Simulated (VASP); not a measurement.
# LiNbO3 (P4mm) in VASP: single point with r2SCAN

Aim: the single point of LiNbO3 with r2SCAN.

Everything below comes from runs of VASP 6.6.1. Logs are shortened: lines on timing, memory, paths and dates and some standing lists are left out, and cuts for length are marked.

**1. The cell of the first run**

It takes space group P4mm (No. 99, tetragonal). Conventional cell: a = 3.896 Å, b = 3.896 Å, c = 4.136 Å, α = 90.00°, β = 90.00°, γ = 90.00°. Within 2.8 Å of Li (site symmetry 4mm) lie 4 O at 2.08 Å. Within 2.4 Å of Nb (site symmetry 4mm) lie 6 O at 1.78 to 2.36 Å. O (site symmetry 2mm) has 2 Nb at 1.98 Å and 2 Li at 2.08 Å within 2.6 Å. Within 2.4 Å of O (site symmetry 4mm) lie 2 Nb at 1.78 to 2.36 Å.

**2. Single point, r2SCAN**

Input file POSCAR:

```
LiNbO3
1.0
    3.8959121083      0.0000000000      0.0000000000
    0.0000000000      3.8959121083      0.0000000000
    0.0000000000      0.0000000000      4.1357018421
Li Nb O
1 1 3
Direct
    0.0000000000      0.0000000000      0.4340736592
    0.5000000000      0.5000000000      0.7045975786
    0.5000000000      0.0000000000      0.6134046960
    0.0000000000      0.5000000000      0.6134046960
    0.5000000000      0.5000000000      0.1345142963
```

Input file INCAR.step1:

```
SYSTEM = LiNbO3
PREC = Accurate
ENCUT = 520
ISMEAR = 0
SIGMA = 0.02
LREAL = .FALSE.
LASPH = .TRUE.
NELM = 100
NBANDS = 25
GGA = PE
ALGO = Normal
EDIFF = 1E-4
LWAVE = .TRUE.
LCHARG = .FALSE.
```

Input file INCAR.step2:

```
SYSTEM = LiNbO3
PREC = Accurate
ENCUT = 520
EDIFF = 1E-6
ISMEAR = 0
SIGMA = 0.02
LREAL = .FALSE.
LASPH = .TRUE.
NELM = 100
ALGO = Normal
ISIF = 2
LWAVE = .FALSE.
LCHARG = .TRUE.
METAGGA = R2SCAN
LMIXTAU = .TRUE.
LELF = .TRUE.
LVHAR = .TRUE.
NBANDS = 25
ISTART = 1
```

Input file KPOINTS:

```
regular mesh
0
G
  8 8 8
  0 0 0
```

Potentials or basis: VASP PAW PBE potentials, release 64 (Li_sv, Nb_sv, O).

The run is started by

```
cat potpaw_PBE.64/Li_sv/POTCAR potpaw_PBE.64/Nb_sv/POTCAR potpaw_PBE.64/O/POTCAR > POTCAR
cp INCAR.step1 INCAR
mpirun -np 1 vasp_std > vasp.out
cp INCAR.step2 INCAR
mpirun -np 1 vasp_std > vasp.out
```

OUTCAR:

```text
SYSTEM = LiNbO3
   PREC = Accurate
   ENCUT = 520
   EDIFF = 1E-6
   ISMEAR = 0
   LREAL = .FALSE.
   LASPH = .TRUE.
   NELM = 100
   ISIF = 2
   METAGGA = R2SCAN
   ISTART = 1

 ion  position               nearest neighbor table
   1  0.000  0.000  0.434-   3 2.08   4 2.08   4 2.08   3 2.08
   2  0.500  0.500  0.705-   5 1.78   4 1.98   3 1.98   3 1.98   4 1.98   5 2.36
   3  0.500  0.000  0.613-   2 1.98   2 1.98   1 2.08   1 2.08
   4  0.000  0.500  0.613-   2 1.98   2 1.98   1 2.08   1 2.08
   5  0.500  0.500  0.135-   2 1.78   2 2.36

  LATTYP: Found a simple tetragonal cell.
 ALAT       =     3.8959121083
 C/A-ratio  =     1.0615490615

  Lattice vectors:

 A1 = (   3.8959121083,   0.0000000000,   0.0000000000)
 A2 = (   0.0000000000,   3.8959121083,   0.0000000000)
 A3 = (   0.0000000000,   0.0000000000,   4.1357018421)

Analysis of symmetry for initial positions (statically):
=====================================================================
 Subroutine PRICEL returns:
 Original cell was already a primitive cell.

 Routine SETGRP: Setting up the symmetry group for a
 simple tetragonal supercell.

 Subroutine GETGRP returns: Found  8 space group operations
 (whereof  8 operations were pure point group operations)
 out of a pool of 16 trial point group operations.

The static configuration has the point symmetry C_4v.

Analysis of symmetry for dynamics (positions and initial velocities):
=====================================================================
 Subroutine PRICEL returns:
 Original cell was already a primitive cell.

 Routine SETGRP: Setting up the symmetry group for a
 simple tetragonal supercell.

 Subroutine GETGRP returns: Found  8 space group operations
 (whereof  8 operations were pure point group operations)
 out of a pool of 16 trial point group operations.

The dynamic configuration has the point symmetry C_4v.

 Subroutine INISYM returns: Found  8 space group operations
 (whereof  8 operations are pure point group operations),
 and found     1 'primitive' translations

----------------------------------------------------------------------------------------

                                     Primitive cell

  volume of cell :      62.7722

[... 93 lines left out ...]
   NELM   =    100;   NELMIN=  2; NELMDL=  0     # of ELM steps
   EDIFF  = 0.1E-05   stopping-criterion for ELM
   LREAL  =      F    real-space projection
   EDIFFG = 0.1E-04   stopping-criterion for IOM
   NSW    =      0    number of steps for IOM
   IBRION =     -1    ionic relax: 0-MD 1-quasi-New 2-CG
   NFREE  =      0    steps in history (QN), initial steepest desc. (CG)
   ISIF   =      2    stress and relaxation
   ISYM   =      2    0-nonsym 1-usesym 2-fastsym
   POTIM  = 0.5000    time-step for ionic-motion
   TEBEG  =    0.0;   TEEND  =   0.0 temperature during run
   PSTRESS=    0.0 pullay stress
   NELECT =      34.0000    total number of electrons
   NUPDOWN=      -1.0000    fix difference up-down
   EMIN   =  10.00;   EMAX   =-10.00  energy-range for DOS
   EFERMI =   0.00;   METHOD = LEGACY
   ISMEAR =     0;   SIGMA  =   0.02  broadening in eV -4-tet -1-fermi 0-gaus
   EFERMI_NEDOS =   21; number of points for ismear=-14 and -15
   IALGO  =     38    algorithm
   IMIX   =      4    mixing-type and parameters
     AMIX     =   0.40;   BMIX     =  1.00
     AMIX_MAG =   1.60;   BMIX_MAG =  1.00
  volume/ion in A,a.u.               =      12.55        84.72
  Fermi-wavevector in a.u.,A,eV,Ry     =   1.334480  2.521801 24.229745  1.780836
  Thomas-Fermi vector in A             =   2.463258
   LORBIT       =      0    0 simple, 1 ext, 2 COOP (PROOUT), +10 PAW based schemes
   METAGGA = R2SCAN    functional components
   LHFCALC =     F    Hartree Fock is set to
   AEXX    =    0.0000 exact exchange contribution
   IVDW    =     0    specifies the selected vdW correction
   LEPSILON=     F    determine dielectric tensor
   LRPA    =     F    only Hartree local field effects (RPA)
 non-spin polarized calculation
 Gauss-broadening in eV      SIGMA  =   0.02
  energy-cutoff  :      520.00
  volume of cell :       62.77
 maximum number of plane-waves:      1714
 NGX is ok and might be reduce to    30
   NGX = 15   NGY = 15   NGZ = 15

 number of electron      34.0000003 magnetization

 Free energy of the ion-electron system (eV)
  ---------------------------------------------------
  ext. energy  EPLUGINS =         0.00000000
  ---------------------------------------------------
  free energy    TOTEN  =       -58.88295783 eV

  energy without entropy =      -58.88295783  energy(sigma->0) =      -58.88295783

 E-fermi :   2.3254     XC(G=0): -10.2955

 val. band max:        2.1742436928   @ k =   0.5000   0.0000   0.5000
 cond. band min:       4.5940527603   @ k =   0.0000   0.0000   0.0000
 fundamental gap:      2.4198090674
 Fermi energy:         2.3254458995

 k-point     1 :       0.0000    0.0000    0.0000
  band No.  band energies     occupation
      1     -53.9987      2.00000
      2     -42.9041      2.00000
      3     -29.5719      2.00000
      4     -29.3617      2.00000
      5     -29.3617      2.00000
      6     -16.0873      2.00000
[... 661 lines left out ...]
     24      12.2193      0.00000
     25      14.5455      0.00000

 [... further k-points ...]

------------------------ aborting loop because EDIFF is reached ----------------------------------------

  FORCE on cell =-STRESS in cart. coord.  units (eV):
  Direction    XX          YY          ZZ          XY          YZ          ZX
  --------------------------------------------------------------------------------------
  -------------------------------------------------------------------------------------
  Total       -0.1043545     -0.1043545      0.0000584      0.0000000      0.0000000      0.0000000
  in kB       -2.6635092     -2.6635092      0.0014906      0.0000000      0.0000000      0.0000000
  external PRESSURE =      -1.7751759 kB  Pullay stress =       0.0000000 kB

 VOLUME and BASIS-vectors are now :
 -----------------------------------------------------------------------------
  energy-cutoff  :      520.00
  volume of cell :       62.77
      direct lattice vectors                 reciprocal lattice vectors
     3.895912108  0.000000000  0.000000000     0.256679302  0.000000000  0.000000000
     0.000000000  3.895912108  0.000000000     0.000000000  0.256679302  0.000000000
     0.000000000  0.000000000  4.135701842     0.000000000  0.000000000  0.241796928

 POSITION                                       TOTAL-FORCE (eV/Angst)
 -----------------------------------------------------------------------------------
      0.00000      0.00000      1.79520        -0.000000     -0.000000      0.001348
      1.94796      1.94796      2.91401        -0.000000      0.000000     -0.094563
      1.94796      0.00000      2.53686        -0.000000     -0.000000      0.001210
      0.00000      1.94796      2.53686         0.000000     -0.000000      0.001210
      1.94796      1.94796      0.55631        -0.000000      0.000000      0.090795
 -----------------------------------------------------------------------------------
    total drift:                                0.000000      0.000000     -0.025739

  FREE ENERGIE OF THE ION-ELECTRON SYSTEM (eV)
  ---------------------------------------------------
  free  energy   TOTEN  =       -58.8829578321 eV

  energy  without entropy=      -58.8829578321  energy(sigma->0) =      -58.88295783
```

OSZICAR.step1:

```text
N       E                     dE             d eps       ncg     rms          rms(c)
DAV:   1     0.327500518883E+03    0.32750E+03   -0.18467E+04  3750   0.140E+03
DAV:   2    -0.207229319218E+02   -0.34822E+03   -0.33236E+03  4743   0.461E+02
DAV:   3    -0.470868854446E+02   -0.26364E+02   -0.26173E+02  6130   0.111E+02
DAV:   4    -0.485427049285E+02   -0.14558E+01   -0.14502E+01  5882   0.227E+01
DAV:   5    -0.486029478759E+02   -0.60243E-01   -0.60235E-01  5415   0.324E+00    0.199E+01
DAV:   6    -0.399776526234E+02    0.86253E+01   -0.32935E+01  5696   0.481E+01    0.719E+00
DAV:   7    -0.397327711396E+02    0.24488E+00   -0.31939E+00  5319   0.142E+01    0.426E+00
DAV:   8    -0.396953944836E+02    0.37377E-01   -0.24247E-01  5985   0.449E+00    0.233E+00
DAV:   9    -0.397130723099E+02   -0.17678E-01   -0.98822E-02  4358   0.299E+00    0.633E-01
DAV:  10    -0.397098367309E+02    0.32356E-02   -0.19950E-02  5736   0.137E+00    0.251E-01
DAV:  11    -0.397123042646E+02   -0.24675E-02   -0.48028E-03  3842   0.498E-01    0.684E-02
DAV:  12    -0.397123723191E+02   -0.68054E-04   -0.57819E-04  4810   0.229E-01
   1 F= -.39712372E+02 E0= -.39712372E+02  d E =-.519497E-12
```

It took 11 min on 1 thread of Intel Xeon 8259CL, shared host; peak memory 0.25 GiB.

What came out:

| Quantity | Value |
| --- | --- |
| Free energy | -58.8830 eV |
| Largest force | 0.095 eV/Å |
| Band gap on the k mesh | 2.42 eV, indirect (least direct gap 3.12 eV) |

Forces on the atoms (eV/Å):
```
Li   0.000  0.000  0.001
Nb   0.000  0.000 -0.095
O    0.000  0.000  0.001
O    0.000  0.000  0.001
O    0.000  0.000  0.091
```

Caveat: the cutoff is under 1.25 times the usual one of these potentials, so pressure, stress and relaxed cells hold a basis-set (Pulay) error; the PAW data sets were made with another functional, which shifts forces and pressure a little. A k mesh can miss the band edges.
